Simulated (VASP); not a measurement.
Write the native input for VASP 6.6.1 that does the following.

| Item | Value |
| --- | --- |
| Task | single point |
| Functional | PBEsol |
| Potentials or basis | VASP PAW PBE potentials, release 64 (Al) |
| Cutoff | 520 eV |
| k mesh | 22 × 22 × 22 |
| Occupations | fermi-dirac, width 0.1 eV |
| Spin | no spin polarisation |
| Dipole correction | no |
| Further INCAR settings | ALGO = Normal; EDIFF = 1e-06; NBANDS = 8 |

The structure of Al lies in POSCAR:

```
Al
1.0
    0.0000000000      2.0846414351      2.0846414351
    2.0846414351      0.0000000000      2.0846414351
    2.0846414351      2.0846414351      0.0000000000
Al
1
Direct
    0.0000000000      0.0000000000      0.0000000000
```

This cell differs from its parent crystal: volume scaled by 1.12.

These files were run (other wordings do the same):

INCAR

```
SYSTEM = Al
PREC = Accurate
ENCUT = 520
EDIFF = 1E-6
ISMEAR = -1
SIGMA = 0.1
LREAL = .FALSE.
LASPH = .TRUE.
NELM = 100
ALGO = Normal
ISIF = 2
LWAVE = .FALSE.
LCHARG = .TRUE.
GGA = PS
LELF = .TRUE.
LVHAR = .TRUE.
NBANDS = 8
```

KPOINTS

```
Automatic mesh
0
G
  22 22 22
  0 0 0
```

Potentials or basis: VASP PAW PBE potentials, release 64 (Al).

Command:

```bash
$ cat potpaw_PBE.64/Al/POTCAR > POTCAR
$ mpirun -np 1 vasp_std > vasp.out
```

Results of the run:

```json
{
 "Pressure": "-7.1 GPa"
}
```

Caveat: the PAW data sets were made with another functional, which shifts forces and pressure a little.

It took 11 s on 1 thread of Intel(R) Xeon(R) 6975P-C (Granite Rapids), on a shared host, peak memory 0.16 GiB.
